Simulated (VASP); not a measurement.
Input of a VASP 6.6.1 run:

Contents of INCAR:

```
PREC = Accurate
ENCUT = 600
EDIFF = 1E-7
ISMEAR = 0
SIGMA = 0.1
LREAL = F
LASPH = T
NELM = 100
ALGO = Fast
ISIF = 3
LWAVE = F
LCHARG = F
GGA = PE
IBRION = 2
NSW = 90
EDIFFG = -0.04
```

The input KPOINTS:

```
Automatic mesh
0
Gamma
  6 6 6
```

The input POSCAR:

```
Sn2Bi
1.0
   -2.0066525028      2.0066525028      4.9225694208
    2.0066525028     -2.0066525028      4.9225694208
    2.0066525028      2.0066525028     -4.9225694208
Sn Bi
2 1
Direct
    0.6650000000      0.6650000000      0.0000000000
    0.3350000000      0.3350000000      0.0000000000
    0.0000000000      0.0000000000      0.0000000000
```

Potentials or basis: VASP PAW PBE potentials, release 64 (Sn_d, Bi_d).

Run with:

```console
$ cat potpaw_PBE.64/Sn_d/POTCAR potpaw_PBE.64/Bi_d/POTCAR > POTCAR
$ mpirun -np 1 vasp_std > vasp.out
```

(1) Predict the relaxed cell.

(2) What does it give for the relaxed volume?

(3) What does it give for the band gap on the k mesh?

(4) Predict the space group after relaxing (to 0.1 Å).

Results:

(1) a = 6.162 Å, b = 6.162 Å, c = 6.162 Å, α = 142.12°, β = 142.12°, γ = 54.64°.

(2) 29.20 Å³/atom.

(3) zero (an odd number of electrons rules out a gap without spin polarisation).

(4) I4/mmm (No. 139).

Caveat: spin-orbit coupling is left out, which moves the levels of the heavy elements.
